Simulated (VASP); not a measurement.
# Sn: single point with PBE+D3(BJ)

The system is Sn, a slab with vacuum.

```
Sn
1.0
     4.71782    0.00000    0.00000
    -2.35891    4.08575    0.00000
     0.00000    0.00000   28.00000
Sn
2
Direct
  0.33333 0.66667 0.50993
  0.66667 0.33333 0.49007
```

```yaml
Program: VASP 6.6.1
Task: single point
Functional: PBE
Dispersion: D3(BJ)
Potentials_or_basis: VASP PAW PBE potentials, release 64 (Sn_d)
Cutoff: 520 eV
k_mesh: 12 × 12 × 1
Occupations: gaussian, width 0.1 eV
Spin: no spin polarisation
```

* Largest force: 0.551 eV/Å
* Band gap on the k mesh: zero (bands 14 and 15 overlap by 0.78 eV)
* Dispersion energy per atom: -0.154 eV

Forces on the atoms (eV/Å):
```
Sn   0.000  0.000  0.551
Sn   0.000  0.000 -0.551
```

Levels at points of the mesh, in eV from the Fermi level:
```
           k point  band 10  band 11  band 12  band 13  band 14  band 15  band 16  band 17  band 18  band 19
(0.00, 0.00, 0.00)   -21.38    -9.66    -2.83    -0.84    -0.84    -0.73     2.50     2.91     2.91     4.02
(0.50, 0.00, 0.00)   -21.27    -8.13    -6.59    -2.05    -0.86     0.71     0.88     4.85     5.42     5.79
```

Wall time 7.8 min on 1 thread of Intel Xeon 8259CL (shared host), peak memory 0.65 GiB.

Caveat: spin-orbit coupling is left out, which moves the levels of the heavy elements.
